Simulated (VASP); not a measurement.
# H11NO4 in VASP: notebook, part 2 of 2

VASP 6.6.1. Earlier steps stand in the parts before.

### Step 4. Single point, PBE

Contents of INCAR:

```
SYSTEM = H11NO4
PREC     = Accurate       ! precision mode
ENCUT    = 520            ! plane-wave cutoff, eV
EDIFF    = 1E-6           ! SCF threshold, eV
ISMEAR   = -1             ! smearing method
SIGMA    = 0.05           ! smearing width, eV
LREAL    = Auto         
LASPH    = .TRUE.         ! aspherical terms in the spheres
NELM     = 60             ! most SCF steps
ALGO     = Normal         ! electronic algorithm
ISIF     = 2              ! what is computed and relaxed
LWAVE    = .FALSE.        ! write WAVECAR
LCHARG   = .TRUE.         ! write CHGCAR
GGA      = PE             ! functional
LELF     = .TRUE.         ! ELF
LVHAR    = .TRUE.       
NBANDS   = 34             ! bands
```

Contents of KPOINTS:

```
regular mesh
0
G
  1 1 1
  0 0 0
```

Contents of POSCAR:

```
H11NO4
1.0
    5.4175020000      0.0000000000      0.0000000000
    0.0000000000      5.4175020000      0.0000000000
    0.0000000000      0.0000000000      5.4175020000
O H N
4 11 1
Direct
    0.3234885746      0.0560405884      0.1453806570
    0.5154589698      0.3281955410      0.4951174914
    0.8848727698      0.3911027629      1.0335944500
    0.9289890433      0.7625654776      0.2802952357
    0.2408490112      0.1882971155      0.0469589121
    0.1626764513     -0.0352561014      0.2087493461
    0.6734653720      0.4085462267      0.4398890854
    0.4486200467      0.2039870036      0.3777571287
    0.8935483549      0.5645590901      1.1601103239
    0.7214948882      0.3979509375      0.9609779563
    0.7861556858      0.8495059162      0.3486108542
    1.0836913397      0.7081861714      0.5632485230
    0.0938993654      0.6048359558      0.8465156081
    0.3146653199      0.5056389458      0.6221132913
    0.3296537777      0.8109826263      0.7376831610
    0.2092292721      0.6604704530      0.7054727437
```

Potentials or basis: VASP PAW PBE potentials, release 64 (O, H, N).

On the command line:

```bash
$ cat potpaw_PBE.64/O/POTCAR potpaw_PBE.64/H/POTCAR potpaw_PBE.64/N/POTCAR > POTCAR
$ mpirun -np 1 vasp_gam > vasp.out
```

OUTCAR:

```text
SYSTEM = H11NO4
   PREC = Accurate
   ENCUT = 520
   EDIFF = 1E-6
   ISMEAR = -1
   LREAL = Auto
   LASPH = .TRUE.
   NELM = 60
   ISIF = 2
   GGA = PE

 ion  position               nearest neighbor table
   1  0.323  0.056  0.145-   5 1.00   6 1.06
   2  0.515  0.328  0.495-   8 0.99   7 1.01
   3  0.885  0.391  0.034-  10 0.97   9 1.16
   4  0.929  0.763  0.280-  11 0.98   9 1.27
   5  0.241  0.188  0.047-   1 1.00
   6  0.163  0.965  0.209-   1 1.06
   7  0.673  0.409  0.440-   2 1.01
   8  0.449  0.204  0.378-   2 0.99
   9  0.894  0.565  0.160-   3 1.16   4 1.27
  10  0.721  0.398  0.961-   3 0.97
  11  0.786  0.850  0.349-   4 0.98
  12  0.084  0.708  0.563-  16 1.06
  13  0.094  0.605  0.847-  16 1.03
  14  0.315  0.506  0.622-  16 1.11
  15  0.330  0.811  0.738-  16 1.06
  16  0.209  0.660  0.705-  13 1.03  15 1.06  12 1.06  14 1.11

  LATTYP: Found a simple cubic cell.
 ALAT       =     5.4175020000

  Lattice vectors:

 A1 = (   5.4175020000,   0.0000000000,   0.0000000000)
 A2 = (   0.0000000000,   5.4175020000,   0.0000000000)
 A3 = (   0.0000000000,   0.0000000000,   5.4175020000)

Analysis of symmetry for initial positions (statically):
=====================================================================
 Subroutine PRICEL returns:
 Original cell was already a primitive cell.

 Routine SETGRP: Setting up the symmetry group for a
 simple cubic supercell.

 Subroutine GETGRP returns: Found  1 space group operations
 (whereof  1 operations were pure point group operations)
 out of a pool of 48 trial point group operations.

The static configuration has the point symmetry C_1 .

Analysis of symmetry for dynamics (positions and initial velocities):
=====================================================================
 Subroutine PRICEL returns:
 Original cell was already a primitive cell.
[... 128 lines left out ...]
   EFERMI_NEDOS =   21; number of points for ismear=-14 and -15
   IALGO  =     38    algorithm
   IMIX   =      4    mixing-type and parameters
     AMIX     =   0.40;   BMIX     =  1.00
     AMIX_MAG =   1.60;   BMIX_MAG =  1.00
  volume/ion in A,a.u.               =       9.94        67.06
  Fermi-wavevector in a.u.,A,eV,Ry     =   1.033465  1.952966 14.531699  1.068050
  Thomas-Fermi vector in A             =   2.167713
   LORBIT       =      0    0 simple, 1 ext, 2 COOP (PROOUT), +10 PAW based schemes
   GGA     = PE    functional components
[... 5 lines left out ...]
 non-spin polarized calculation
  energy-cutoff  :      520.00
  volume of cell :      159.00
 maximum number of plane-waves:      2169
   NGX = 21   NGY = 21   NGZ = 21

 number of electron      40.0000005 magnetization

 Free energy of the ion-electron system (eV)
  ---------------------------------------------------
  ext. energy  EPLUGINS =         0.00000000
  ---------------------------------------------------
  free energy    TOTEN  =       -77.72970889 eV

  energy without entropy =      -77.72970889  energy(sigma->0) =      -77.72970889

 E-fermi :  -1.5113     XC(G=0):  -6.7224

 val. band max:       -2.7988117279   @ k =   0.0000   0.0000   0.0000
 cond. band min:       0.9540228914   @ k =   0.0000   0.0000   0.0000
 fundamental gap:      3.7528346193
 Fermi energy:        -1.5112601736

 k-point     1 :       0.0000    0.0000    0.0000
  band No.  band energies     occupation
      1     -21.9364      2.00000
      2     -21.2748      2.00000
      3     -20.5914      2.00000
      4     -19.8181      2.00000
      5     -19.5596      2.00000
      6     -10.1776      2.00000
[... 24 lines left out ...]
     31       8.2605      0.00000
     32       8.3680      0.00000
 [bands above 32 left out]

------------------------ aborting loop because EDIFF is reached ----------------------------------------

  FORCE on cell =-STRESS in cart. coord.  units (eV):
  Direction    XX          YY          ZZ          XY          YZ          ZX
  --------------------------------------------------------------------------------------
  -------------------------------------------------------------------------------------
  Total       -4.2336725     -2.5784187      0.3392872     -1.5754563      0.5118170      1.2466558
  in kB      -42.6609579    -25.9816532      3.4188560    -15.8752185      5.1573667     12.5620324
  external PRESSURE =     -21.7412517 kB  Pullay stress =       0.0000000 kB

 VOLUME and BASIS-vectors are now :
 -----------------------------------------------------------------------------
  energy-cutoff  :      520.00
  volume of cell :      159.00
      direct lattice vectors                 reciprocal lattice vectors
     5.417502000  0.000000000  0.000000000     0.184586918  0.000000000  0.000000000
     0.000000000  5.417502000  0.000000000     0.000000000  0.184586918  0.000000000
     0.000000000  0.000000000  5.417502000     0.000000000  0.000000000  0.184586918

 POSITION                                       TOTAL-FORCE (eV/Angst)
 -----------------------------------------------------------------------------------
      1.75250      0.30360      0.78760        -1.895260     -0.136998     -0.006666
      2.79250      1.77800      2.68230         1.012990      0.946770      0.964286
      4.79380      2.11880      0.18200         0.374227      0.729077      0.216366
      5.03280      4.13120      1.51850         0.218283      0.495544      1.222409
      1.30480      1.02010      0.25440         0.255670     -0.513882      0.566957
      0.88130      5.22650      1.13090         1.007694      0.214157     -0.521972
[... 8 lines left out ...]
      1.78590      4.39350      3.99640        -1.026918     -1.082320      0.337441
      1.13350      3.57810      3.82190         0.927722      0.119741     -1.356520
 -----------------------------------------------------------------------------------
    total drift:                                0.005088     -0.001159      0.002619

  FREE ENERGIE OF THE ION-ELECTRON SYSTEM (eV)
  ---------------------------------------------------
  free  energy   TOTEN  =       -77.7297088851 eV

  energy  without entropy=      -77.7297088851  energy(sigma->0) =      -77.72970889
```

OSZICAR:

```text
N       E                     dE             d eps       ncg     rms          rms(c)
DAV:   1     0.305412622357E+03    0.30541E+03   -0.22142E+04    68   0.108E+03
DAV:   2    -0.539251370739E+02   -0.35934E+03   -0.34280E+03    86   0.279E+02
DAV:   3    -0.854761379255E+02   -0.31551E+02   -0.31337E+02    88   0.863E+01
DAV:   4    -0.859412410826E+02   -0.46510E+00   -0.46434E+00    88   0.120E+01
DAV:   5    -0.859465091432E+02   -0.52681E-02   -0.52672E-02    88   0.124E+00    0.167E+01
DAV:   6    -0.781362087551E+02    0.78103E+01   -0.21466E+01    80   0.240E+01    0.652E+00
DAV:   7    -0.778764020082E+02    0.25981E+00   -0.94256E-01    88   0.498E+00    0.421E+00
DAV:   8    -0.777244237090E+02    0.15198E+00   -0.24414E-01    80   0.303E+00    0.473E-01
DAV:   9    -0.777263497406E+02   -0.19260E-02   -0.24302E-02    88   0.843E-01    0.267E-01
DAV:  10    -0.777297756144E+02   -0.34259E-02   -0.28296E-03    72   0.335E-01    0.982E-02
DAV:  11    -0.777297732514E+02    0.23630E-05   -0.41082E-04    72   0.137E-01    0.363E-02
DAV:  12    -0.777297197321E+02    0.53519E-04   -0.19098E-04    72   0.860E-02    0.215E-02
DAV:  13    -0.777297098108E+02    0.99213E-05   -0.55878E-05    80   0.397E-02    0.107E-02
DAV:  14    -0.777297088851E+02    0.92571E-06   -0.49657E-06    72   0.130E-02
   1 F= -.77729709E+02 E0= -.77729709E+02  d E =-.180855E-10
```

stdout:

```text
POSCAR found type information on POSCAR O H N
 POSCAR found :  3 types and      16 ions
 scaLAPACK will be used
 LDA part: xc-table for (Slater+PW92), standard interpolation
 POSCAR, INCAR and KPOINTS ok, starting setup
 FFT: planning ... GRIDC
 FFT: planning ... GRID_SOFT
 FFT: planning ... GRID
 WAVECAR not read
 entering main loop
```

It used 13 s of CPU time on 1 thread of Intel Xeon 6975P-C (shared host).

What came out:

```
Free energy            : -77.7297 eV
Pressure               : -2.2 GPa
Largest force          : 1.900 eV/Å
Band gap on the k mesh : 3.75 eV
```

Forces in eV/Å, atoms in the order of the input:
```
O   -1.895 -0.137 -0.007
O    1.013  0.947  0.964
O    0.374  0.729  0.216
O    0.218  0.496  1.222
H    0.256 -0.514  0.567
H    1.008  0.214 -0.522
H   -1.232 -0.966 -0.123
H    0.230  0.079 -0.937
H   -0.199 -0.435 -0.577
H   -0.010 -0.244 -0.153
H    0.211 -0.119 -0.532
H    0.188  0.250 -0.518
H    0.148 -0.285  0.792
H   -0.211  0.947  0.626
H   -1.027 -1.082  0.337
N    0.928  0.120 -1.357
```

Caveat: the k points lie up to 1.16 Å⁻¹ apart.

### Step 5. Single point, PBE

Contents of INCAR:

```
ALGO = Normal ; EDIFF = 1E-6
ENCUT = 520 ; GGA = PE
ISIF = 2 ; ISMEAR = -1
LASPH = True ; LCHARG = True
LELF = True ; LREAL = Auto
LVHAR = True ; LWAVE = False
NBANDS = 34 ; NELM = 60
PREC = Accurate ; SIGMA = 0.05
```

Contents of KPOINTS:

```
k-points
0
Gamma
  1 1 1
```

Contents of POSCAR:

```
H11NO4
1.0
    5.4175020000      0.0000000000      0.0000000000
    0.0000000000      5.4175020000      0.0000000000
    0.0000000000      0.0000000000      5.4175020000
O H N
4 11 1
Direct
    0.2868111539      0.1604798669      0.1281033214
    0.6380062250      0.4429347696      0.5453805093
    0.9464509658      0.5403782038      0.9516378582
    0.8133637976      0.8307703440      0.3328471314
    0.1932994210      0.2752190954      0.0224088519
    0.1546469203      0.0386340420      0.1646884487
    0.6704750640      0.5612734430      0.4151544383
    0.5052513132      0.3274202760      0.5213657512
    0.9072447043      0.6484723033      1.1020577380
    0.7902350567      0.5031654811      0.8428054111
    0.7590952435      0.9937790517      0.2706044225
    1.0238482607      0.8424731546      0.4562434864
    0.1403045167      0.6548774694      0.7416148623
    0.3695983869      0.6964649021      0.5329762684
    0.2565758167      0.9232299314      0.6974432128
    0.2112781869      0.7700227891      0.6026947475
```

Potentials or basis: VASP PAW PBE potentials, release 64 (O, H, N).

On the command line:

```bash
$ cat potpaw_PBE.64/O/POTCAR potpaw_PBE.64/H/POTCAR potpaw_PBE.64/N/POTCAR > POTCAR
$ mpirun -np 1 vasp_gam > vasp.out
```

OUTCAR:

```text
EDIFF = 1E-6
   ENCUT = 520
   GGA = PE
   ISIF = 2
   ISMEAR = -1
   LASPH = True
   LREAL = Auto
   NELM = 60
   PREC = Accurate

 ion  position               nearest neighbor table
   1  0.287  0.160  0.128-   5 0.99   6 0.99
   2  0.638  0.443  0.545-   8 0.96   7 0.97
   3  0.946  0.540  0.952-   9 1.03  10 1.05
   4  0.813  0.831  0.333-  11 0.99  12 1.32
   5  0.193  0.275  0.022-   1 0.99
   6  0.155  0.039  0.165-   1 0.99
   7  0.670  0.561  0.415-   2 0.97
   8  0.505  0.327  0.521-   2 0.96
[... 244 lines left out ...]
  Total       -3.2273569      0.3991480     -0.7444018      0.2129620     -0.7504442     -3.1622960
  in kB      -32.5207342      4.0220480     -7.5010274      2.1459299     -7.5619142    -31.8651419
  external PRESSURE =     -11.9999046 kB  Pullay stress =       0.0000000 kB

 VOLUME and BASIS-vectors are now :
 -----------------------------------------------------------------------------
  energy-cutoff  :      520.00
  volume of cell :      159.00
      direct lattice vectors                 reciprocal lattice vectors
     5.417502000  0.000000000  0.000000000     0.184586918  0.000000000  0.000000000
     0.000000000  5.417502000  0.000000000     0.000000000  0.184586918  0.000000000
     0.000000000  0.000000000  5.417502000     0.000000000  0.000000000  0.184586918

 POSITION                                       TOTAL-FORCE (eV/Angst)
 -----------------------------------------------------------------------------------
      1.55380      0.86940      0.69400        -0.742187     -0.636560     -0.198163
      3.45640      2.39960      2.95460         0.228969     -0.825169      1.763229
      5.12740      2.92750      5.15550        -1.469770     -0.676348     -0.512640
      4.40640      4.50070      1.80320         1.302711      0.938670     -0.169020
      1.04720      1.49100      0.12140        -0.046370      0.375414      0.312663
      0.83780      0.20930      0.89220         0.647935      0.348680      0.032865
[... 8 lines left out ...]
      1.39000      5.00160      3.77840         0.480194      0.607865      0.352788
      1.14460      4.17160      3.26510        -1.095445      0.724897     -0.568289
 -----------------------------------------------------------------------------------
    total drift:                               -0.002000      0.007620      0.003173

  FREE ENERGIE OF THE ION-ELECTRON SYSTEM (eV)
  ---------------------------------------------------
  free  energy   TOTEN  =       -77.5667091846 eV

  energy  without entropy=      -77.5667091846  energy(sigma->0) =      -77.56670918
```

stdout:

```text
POSCAR found type information on POSCAR O H N
 POSCAR found :  3 types and      16 ions
 scaLAPACK will be used
 LDA part: xc-table for (Slater+PW92), standard interpolation
 POSCAR, INCAR and KPOINTS ok, starting setup
 FFT: planning ... GRIDC
 FFT: planning ... GRID_SOFT
 FFT: planning ... GRID
 WAVECAR not read
 entering main loop
```

It took 19 s on 1 thread of Intel Xeon 6975P-C, shared host; peak memory 0.23 GiB.

What came out:

| Item | Value |
| --- | --- |
| Free energy | -77.5667 eV |
| Pressure | -1.2 GPa |
| Largest force | 2.213 eV/Å |
| Band gap on the k mesh | 4.39 eV |

Forces on the atoms (eV/Å):
```
O   -0.742 -0.637 -0.198
O    0.229 -0.825  1.763
O   -1.470 -0.676 -0.513
O    1.303  0.939 -0.169
H   -0.046  0.375  0.313
H    0.648  0.349  0.033
H    0.082  0.663 -0.814
H   -0.135 -0.088 -0.776
H   -0.435 -0.230 -0.705
H    1.773  0.577  1.191
H    0.044 -0.721  0.306
H   -0.347 -1.176  0.188
H   -0.345  0.071 -0.333
H    0.058  0.048 -0.071
H    0.480  0.608  0.353
N   -1.095  0.725 -0.568
```

Caveat: the k points lie up to 1.16 Å⁻¹ apart.

### Step 6. Single point, PBE

Contents of INCAR:

```
PREC     = Accurate       # precision mode
ENCUT    = 520            # plane-wave cutoff, eV
EDIFF    = 1E-6           # SCF threshold, eV
ISMEAR   = -1             # smearing method
SIGMA    = 0.05           # smearing width, eV
LREAL    = Auto         
LASPH    = True           # aspherical terms in the spheres
NELM     = 80             # most SCF steps
ALGO     = Normal         # electronic algorithm
ISIF     = 2              # what is computed and relaxed
LWAVE    = False          # write WAVECAR
LCHARG   = True           # write CHGCAR
GGA      = PE             # functional
LELF     = True           # ELF
LVHAR    = True         
NBANDS   = 34             # bands
```

Contents of KPOINTS:

```
Automatic mesh
0
Gamma
  1 1 1
```

Contents of POSCAR:

```
H11NO4
1.0
    5.4175020000      0.0000000000      0.0000000000
    0.0000000000      5.4175020000      0.0000000000
    0.0000000000      0.0000000000      5.4175020000
O H N
4 11 1
Direct
    0.3806736020      0.2736131893      0.0642177889
    0.6805165923      0.4778032385      0.4661373452
    0.9905672393      0.5816149214      0.9880568572
    0.8304380875      0.9689521111      0.3171572433
    0.2914627443      0.4298290984      0.0122011953
    0.2449837582      0.2167604184      0.1796030717
    0.7348589811      0.6348867061      0.4350898255
    0.5873186572      0.4297183462      0.3172310781
    0.9596304718      0.7420394123      1.0652880239
    0.8465156081      0.5176740129      0.8898196992
    0.7459526549      1.1214024471      0.3158282175
    0.9753019011      0.9681399287      0.4074017878
    0.1834609383      0.7818917280      0.6534192327
    0.4508535484      0.9157172439      0.5623994232
    0.2934932004      1.0141574475      0.7990952288
    0.2699399096      0.9472262308      0.6217994936
```

Potentials or basis: VASP PAW PBE potentials, release 64 (O, H, N).

On the command line:

```bash
$ cat potpaw_PBE.64/O/POTCAR potpaw_PBE.64/H/POTCAR potpaw_PBE.64/N/POTCAR > POTCAR
$ mpirun -np 1 vasp_gam > vasp.out
```

OUTCAR:

```text
PREC = Accurate
   ENCUT = 520
   EDIFF = 1E-6
   ISMEAR = -1
   LREAL = Auto
   LASPH = True
   NELM = 80
   ISIF = 2
   GGA = PE

 ion  position               nearest neighbor table
   1  0.381  0.274  0.064-   6 1.01   5 1.01
   2  0.681  0.478  0.466-   7 0.92   8 0.99
   3  0.991  0.582  0.988-   9 0.98  10 1.01
   4  0.830  0.969  0.317-  12 0.92  11 0.94
   5  0.291  0.430  0.012-   1 1.01
[... 246 lines left out ...]
  -------------------------------------------------------------------------------------
  Total       -0.1927519      4.3125295      0.0059468     -0.4258664     -0.8147506      0.4921884
  in kB       -1.9422812     43.4555667      0.0599235     -4.2912785     -8.2099026      4.9595783
  external PRESSURE =      13.8577364 kB  Pullay stress =       0.0000000 kB

 VOLUME and BASIS-vectors are now :
 -----------------------------------------------------------------------------
  energy-cutoff  :      520.00
  volume of cell :      159.00
      direct lattice vectors                 reciprocal lattice vectors
     5.417502000  0.000000000  0.000000000     0.184586918  0.000000000  0.000000000
     0.000000000  5.417502000  0.000000000     0.000000000  0.184586918  0.000000000
     0.000000000  0.000000000  5.417502000     0.000000000  0.000000000  0.184586918

 POSITION                                       TOTAL-FORCE (eV/Angst)
 -----------------------------------------------------------------------------------
      2.06230      1.48230      0.34790        -1.578174      0.685134      1.101352
      3.68670      2.58850      2.52530        -1.435546     -3.372856      0.780160
      5.36640      3.15090      5.35280        -0.311176     -0.651908     -0.881369
      4.49890      5.24930      1.71820        -1.986370     -2.228071     -2.385927
      1.57900      2.32860      0.06610         0.370206     -0.876157     -0.148712
      1.32720      1.17430      0.97300         1.241553      0.096281     -0.597058
[... 8 lines left out ...]
      1.59000      0.07670      4.32910        -0.087740      0.400301     -0.570612
      1.46240      5.13160      3.36860         0.568706     -0.157260      0.167429
 -----------------------------------------------------------------------------------
    total drift:                                0.001244      0.002092      0.001607

  FREE ENERGIE OF THE ION-ELECTRON SYSTEM (eV)
  ---------------------------------------------------
  free  energy   TOTEN  =       -77.3886808400 eV

  energy  without entropy=      -77.3886808399  energy(sigma->0) =      -77.38868084
```

Wall time 24 s (1 thread of Intel Xeon 6975P-C, shared host); peak memory 0.23 GiB.

What came out:

- Free energy: -77.3887 eV
- Pressure: 1.4 GPa
- Largest force: 3.821 eV/Å
- Band gap on the k mesh: 4.20 eV

Forces in eV/Å, atoms in the order of the input:
```
O   -1.578  0.685  1.101
O   -1.436 -3.373  0.780
O   -0.311 -0.652 -0.881
O   -1.986 -2.228 -2.386
H    0.370 -0.876 -0.149
H    1.242  0.096 -0.597
H    1.099  3.261 -0.796
H   -0.192  0.125  0.197
H   -0.813 -0.046 -0.112
H    0.954  0.846  0.789
H   -0.118  1.384  0.236
H    2.846  0.909  2.140
H    0.503 -0.201 -0.108
H   -1.062 -0.172  0.188
H   -0.088  0.400 -0.571
N    0.569 -0.157  0.167
```

Caveat: the k points lie up to 1.16 Å⁻¹ apart.
